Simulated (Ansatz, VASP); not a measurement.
# Two plane-wave programs on AlCu5

File INCAR:

```
SYSTEM = AlCu5
  ALGO = Normal
  EDIFF = 1E-6
  ENCUT = 520
  GGA = PE
  ISIF = 2
  ISMEAR = 0
  LASPH = .True.
  LCHARG = .False.
  LREAL = .False.
  LWAVE = .False.
  NBANDS = 38
  NELM = 100
  PREC = Accurate
  SIGMA = 0.1
```

File KPOINTS:

```
k-points
0
Gamma
  4 4 4
  0 0 0
```

Contents of POSCAR:

```
AlCu5
1.0
    4.4024896400      0.0000000000      0.0000000000
    0.0000000000      4.4024896400      0.0000000000
    0.0000000000      0.0000000000      4.1362655600
Al Cu
1 5
Direct
    0.5000000000      0.5000000000      0.0000000000
    0.2709018500      0.0000000000      0.5000000000
    0.7290981500      0.0000000000      0.5000000000
    0.0000000000      0.2709018500      0.5000000000
    0.0000000000      0.7290981500      0.5000000000
    0.0000000000      0.0000000000      0.0000000000
```

Input for Ansatz:

```yaml
crystal:
  lattice:
    - [4.40248964, 0.0, 0.0]
    - [0.0, 4.40248964, 0.0]
    - [0.0, 0.0, 4.13626556]
  atoms:
    - { symbol: Al, position: [0.5, 0.5, 0.0] }
    - { symbol: Cu, position: [0.27090185, 0.0, 0.5] }
    - { symbol: Cu, position: [0.72909815, 0.0, 0.5] }
    - { symbol: Cu, position: [0.0, 0.27090185, 0.5] }
    - { symbol: Cu, position: [0.0, 0.72909815, 0.5] }
    - { symbol: Cu, position: [0.0, 0.0, 0.0] }
basis:
  ecutwfc: 420
kpoints:
  mp_grid: { grid: [4, 4, 4] }
hamiltonian:
  xc: pbe
scf:
  occupations: { method: gaussian, width: 0.1 }
  lower_state_search: "off"
output:
  forces: true
  stress: true
  eigenvalues: true
```

Alike in both runs: task single point; functional PBE; k mesh 4 × 4 × 4; occupations gaussian, width 0.1 eV; no spin polarisation.

|  | VASP | Ansatz |
| --- | --- | --- |
| version | VASP 6.6.1 | Ansatz 0.2.0 |
| potentials or method | VASP PAW PBE potentials, release 64 (Al, Cu), cutoff 520 eV | scalar-relativistic, plane waves, PAW |
| valence electrons in the cell | 58 | 98 |

```tsv
	VASP	Ansatz	Ansatz less VASP
gap on the k mesh at the Fermi level (eV)	none	none	-
rms of the force components (eV/Å)	11.035	11.178	+0.1428
```

Atom by atom the forces differ by 0.143 eV/Å (rms over components). A gap of «none» marks a metal or a gap that the smearing closes. VASP's potentials hold 58 valence electrons a cell and Ansatz's 98, so a difference there can come from the potentials and not from the codes.

The k mesh is coarse, so the values compare programs but aren't converged.
